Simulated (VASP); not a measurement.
# BN in VASP: single point with PBE+D3(BJ)

Aim: the single point of BN with PBE+D3(BJ).

All numbers are computed with VASP 6.6.1; they aren't measurements. Logs are shortened: lines on timing, memory, paths and dates and some standing lists are left out, and cuts for length are marked.

## (1) The cell of the first run

The cell holds a slab with vacuum, 8 atoms: a = 2.506 Å, b = 2.506 Å, c = 26.925 Å, α = 90.00°, β = 90.00°, γ = 120.00°.

## (2) Single point, PBE+D3(BJ)

Contents of INCAR:

```
ALGO = Normal
DIPOL = 0.5 0.5 0.500
EDIFF = 1E-7
ENCUT = 520
GGA = PE
IDIPOL = 3
ISIF = 2
ISMEAR = 0
IVDW = 12
LASPH = True
LCHARG = False
LDIPOL = True
LREAL = False
LWAVE = False
NBANDS = 26
NELM = 100
PREC = Accurate
SIGMA = 0.05
```

Contents of KPOINTS:

```
k-points
0
Gamma
  12 12 1
```

Contents of POSCAR:

```
BN
1.0
    2.5064381480      0.0000000000      0.0000000000
   -1.2532190740      2.1706391092      0.0000000000
    0.0000000000      0.0000000000     26.9252690826
B N
4 4
Direct
    0.6666666667      0.3333333333      0.3156885814
    0.3333333333      0.6666666667      0.4385628605
    0.6666666667      0.3333333333      0.5614371395
    0.3333333333      0.6666666667      0.6843114186
    0.3333333333      0.6666666667      0.3156885814
    0.6666666667      0.3333333333      0.4385628605
    0.3333333333      0.6666666667      0.5614371395
    0.6666666667      0.3333333333      0.6843114186
```

Potentials or basis: VASP PAW PBE potentials, release 64 (B, N).

Started as:

```bash
$ cat potpaw_PBE.64/B/POTCAR potpaw_PBE.64/N/POTCAR > POTCAR
$ mpirun -np 1 vasp_std > vasp.out
```

OUTCAR:

```text
EDIFF = 1E-7
   ENCUT = 520
   GGA = PE
   ISIF = 2
   ISMEAR = 0
   IVDW = 12
   LASPH = True
   LREAL = False
   NELM = 100
   PREC = Accurate
 IVDW          = 12

 ion  position               nearest neighbor table
   1  0.667  0.333  0.316-   5 1.45   5 1.45   5 1.45
   2  0.333  0.667  0.439-   6 1.45   6 1.45   6 1.45
   3  0.667  0.333  0.561-   7 1.45   7 1.45   7 1.45
   4  0.333  0.667  0.684-   8 1.45   8 1.45   8 1.45
   5  0.333  0.667  0.316-   1 1.45   1 1.45   1 1.45
   6  0.667  0.333  0.439-   2 1.45   2 1.45   2 1.45
   7  0.333  0.667  0.561-   3 1.45   3 1.45   3 1.45
   8  0.667  0.333  0.684-   4 1.45   4 1.45   4 1.45

  LATTYP: Found a hexagonal cell.
 ALAT       =     2.5064381480
 C/A-ratio  =    10.7424430577

  Lattice vectors:

 A1 = (   2.5064381480,   0.0000000000,   0.0000000000)
 A2 = (  -1.2532190740,   2.1706391092,   0.0000000000)
 A3 = (   0.0000000000,   0.0000000000,  26.9252690826)

Analysis of symmetry for initial positions (statically):
=====================================================================
 Subroutine PRICEL returns:
 Original cell was already a primitive cell.

 Routine SETGRP: Setting up the symmetry group for a
 hexagonal supercell.

 Subroutine GETGRP returns: Found 12 space group operations
 (whereof 12 operations were pure point group operations)
 out of a pool of 24 trial point group operations.

The static configuration has the point symmetry D_3d.

Analysis of symmetry for dynamics (positions and initial velocities):
=====================================================================
 Subroutine PRICEL returns:
 Original cell was already a primitive cell.

 Routine SETGRP: Setting up the symmetry group for a
 hexagonal supercell.

 Subroutine GETGRP returns: Found 12 space group operations
 (whereof 12 operations were pure point group operations)
 out of a pool of 24 trial point group operations.

The dynamic configuration has the point symmetry D_3d.

 Subroutine INISYM returns: Found 12 space group operations
 (whereof 12 operations are pure point group operations),
 and found     1 'primitive' translations

----------------------------------------------------------------------------------------

                                     Primitive cell

  volume of cell :     146.4889

  direct lattice vectors                    reciprocal lattice vectors
[... 103 lines left out ...]
   PSTRESS=    0.0 pullay stress
   NELECT =      32.0000    total number of electrons
   NUPDOWN=      -1.0000    fix difference up-down
   EMIN   =  10.00;   EMAX   =-10.00  energy-range for DOS
   EFERMI =   0.00;   METHOD = LEGACY
   ISMEAR =     0;   SIGMA  =   0.05  broadening in eV -4-tet -1-fermi 0-gaus
   EFERMI_NEDOS =   21; number of points for ismear=-14 and -15
   IALGO  =     38    algorithm
   IMIX   =      4    mixing-type and parameters
     AMIX     =   0.40;   BMIX     =  1.00
     AMIX_MAG =   1.60;   BMIX_MAG =  1.00
  volume/ion in A,a.u.               =      18.31       123.57
  Fermi-wavevector in a.u.,A,eV,Ry     =   0.985954  1.863183 13.226292  0.972105
  Thomas-Fermi vector in A             =   2.117299
   LORBIT       =      0    0 simple, 1 ext, 2 COOP (PROOUT), +10 PAW based schemes
   GGA     = PE    functional components
   LHFCALC =     F    Hartree Fock is set to
   AEXX    =    0.0000 exact exchange contribution
   IVDW    =    12    specifies the selected vdW correction
   LEPSILON=     F    determine dielectric tensor
   LRPA    =     F    only Hartree local field effects (RPA)
 non-spin polarized calculation
 Gauss-broadening in eV      SIGMA  =   0.05
  energy-cutoff  :      520.00
  volume of cell :      146.49
 maximum number of plane-waves:      3982
 NGX is ok and might be reduce to    20
   NGX =  9   NGY =  9   NGZ =101

 number of electron      31.9999998 magnetization

 dipolmoment           0.000000      0.000000     -0.000000 electrons x Angstroem

 Free energy of the ion-electron system (eV)
  ---------------------------------------------------
  ext. energy  EPLUGINS =         0.00000000
  ---------------------------------------------------
  free energy    TOTEN  =       -70.32771209 eV

  energy without entropy =      -70.32771209  energy(sigma->0) =      -70.32771209

 E-fermi :  -1.5998     XC(G=0):  -5.2789

 val. band max:       -1.8482856050   @ k =   0.3333   0.3333   0.0000
 cond. band min:       2.4712394147   @ k =   0.5000   0.0000   0.0000
 fundamental gap:      4.3195250197
 Fermi energy:        -1.5998084368

 k-point     1 :       0.0000    0.0000    0.0000
  band No.  band energies     occupation
      1     -19.6150      2.00000
      2     -19.5332      2.00000
      3     -19.4386      2.00000
      4     -19.3690      2.00000
      5      -7.8972      2.00000
      6      -7.4079      2.00000
[... 540 lines left out ...]
     25      11.4578      0.00000
     26      11.7817      0.00000

------------------------ aborting loop because EDIFF is reached ----------------------------------------

 vacuum level on the upper side and lower side of the slab       (xc-potential included)        -0.084        -0.084

 Edisp (eV)   -0.98887

 E8    (eV) :    -0.2972

  FORCE on cell =-STRESS in cart. coord.  units (eV):
  Direction    XX          YY          ZZ          XY          YZ          ZX
  --------------------------------------------------------------------------------------
  -------------------------------------------------------------------------------------
  Total       0.20507     0.20507    -0.01262     0.00000     0.00000     0.00000
  in kB       2.24292     2.24292    -0.13804     0.00000     0.00000     0.00000
  external pressure =        1.45 kB  Pullay stress =        0.00 kB

 VOLUME and BASIS-vectors are now :
 -----------------------------------------------------------------------------
  energy-cutoff  :      520.00
  volume of cell :      146.49
      direct lattice vectors                 reciprocal lattice vectors
     2.506438148  0.000000000  0.000000000     0.398972542  0.230346905  0.000000000
    -1.253219074  2.170639109  0.000000000     0.000000000  0.460693809  0.000000000
     0.000000000  0.000000000 26.925269083     0.000000000  0.000000000  0.037139833

 POSITION                                       TOTAL-FORCE (eV/Angst)
 -----------------------------------------------------------------------------------
      1.25322      0.72355      8.50000         0.000000     -0.000000      0.020783
     -0.00000      1.44709     11.80842        -0.000000      0.000000      0.003302
      1.25322      0.72355     15.11685         0.000000      0.000000     -0.003302
     -0.00000      1.44709     18.42527        -0.000000      0.000000     -0.020783
     -0.00000      1.44709      8.50000         0.000000     -0.000000     -0.029307
      1.25322      0.72355     11.80842        -0.000000      0.000000      0.002160
     -0.00000      1.44709     15.11685         0.000000     -0.000000     -0.002160
      1.25322      0.72355     18.42527        -0.000000      0.000000      0.029307
 -----------------------------------------------------------------------------------
    total drift:                               -0.000000     -0.000000      0.000000

  FREE ENERGIE OF THE ION-ELECTRON SYSTEM (eV)
  ---------------------------------------------------
  free  energy   TOTEN  =       -71.3165861981 eV

  energy  without entropy=      -71.3165861981  energy(sigma->0) =      -71.31658620

 vacuum level on the upper side and lower side of the slab         3.945         3.945
```

stdout:

```text
POSCAR found type information on POSCAR B N
 POSCAR found :  2 types and       8 ions
 scaLAPACK will be used
 LDA part: xc-table for (Slater+PW92), standard interpolation
 POSCAR, INCAR and KPOINTS ok, starting setup
 FFT: planning ... GRIDC
 FFT: planning ... GRID_SOFT
 FFT: planning ... GRID
 WAVECAR not read
 entering main loop
```

It used 410 s of CPU time on 1 thread of AMD EPYC 7R13 Processor (Zen 3), with other jobs on the host.

Results:

- Free energy: -71.3166 eV
- Largest force: 0.029 eV/Å
- Band gap on the k mesh: 4.32 eV, indirect (least direct gap 4.67 eV)
- Dispersion energy per atom: -0.124 eV

Forces in eV/Å, atoms in the order of the input:
```
B    0.000  0.000  0.021
B    0.000  0.000  0.003
B    0.000  0.000 -0.003
B    0.000  0.000 -0.021
N    0.000  0.000 -0.029
N    0.000  0.000  0.002
N    0.000  0.000 -0.002
N    0.000  0.000  0.029
```
